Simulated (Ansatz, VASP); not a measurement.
One calculation of Bi, two programs

File INCAR:

```
SYSTEM = Bi
ALGO = Normal
EDIFF = 1E-6
ENCUT = 520
GGA = PE
ISIF = 2
ISMEAR = -1
LASPH = .TRUE.
LCHARG = .FALSE.
LREAL = .FALSE.
LWAVE = .FALSE.
NBANDS = 22
NELM = 80
PREC = Accurate
SIGMA = 0.05
```

The input KPOINTS:

```
k-points
0
G
  8 8 8
  0 0 0
```

Contents of POSCAR:

```
Bi
1.0
    2.2675000000      1.3091417354      3.9380000000
   -2.2675000000      1.3091417354      3.9380000000
    0.0000000000     -2.6182834708      3.9380000000
Bi
2
Direct
    0.2059200000      0.2059200000      0.2659200000
    0.7940800000      0.7940800000      0.7340800000
```

Input for Ansatz:

```yaml
crystal:
  lattice:
    - [2.2675, 1.3091417354, 3.938]
    - [-2.2675, 1.3091417354, 3.938]
    - [0.0, -2.6182834708, 3.938]
  atoms:
    - { symbol: Bi, position: [0.20592, 0.20592, 0.26592] }
    - { symbol: Bi, position: [0.79408, 0.79408, 0.73408] }
kpoints:
  mp_grid: { grid: [8, 8, 8] }
scf:
  occupations: { method: fermi_dirac, width: 0.05 }
hamiltonian:
  xc: pbe
  pseudopotentials: { kind: all_electron, lapw: { basis_error: 0.001 } }
output:
  forces: true
  stress: true
  eigenvalues: true
  populations: true
```

Change from the starting cell: shortest bond scaled by 0.88, LAPW.

Alike in both runs: task single point; functional PBE; k mesh 8 × 8 × 8; occupations fermi-dirac, width 0.05 eV; no spin polarisation.

|  | VASP | Ansatz |
| --- | --- | --- |
| version | VASP 6.6.1 | Ansatz 0.2.0 |
| potentials or method | VASP PAW PBE potentials, release 64 (Bi_d), cutoff 520 eV | all-electron LAPW, scalar-relativistic |

```csv
,VASP,Ansatz,Ansatz less VASP
pressure (GPa),6.5,6.6,+0.07
"traceless stress, the component that is largest in VASP (GPa)",7.34,7.34,-0.010
rms of the force components (eV/Å),1.625,1.622,-0.0031
```

Atom by atom the forces differ by 0.004 eV/Å (rms over components). Ansatz ran all-electron here, and VASP with PAW potentials.

Neither program's run includes spin-orbit coupling.
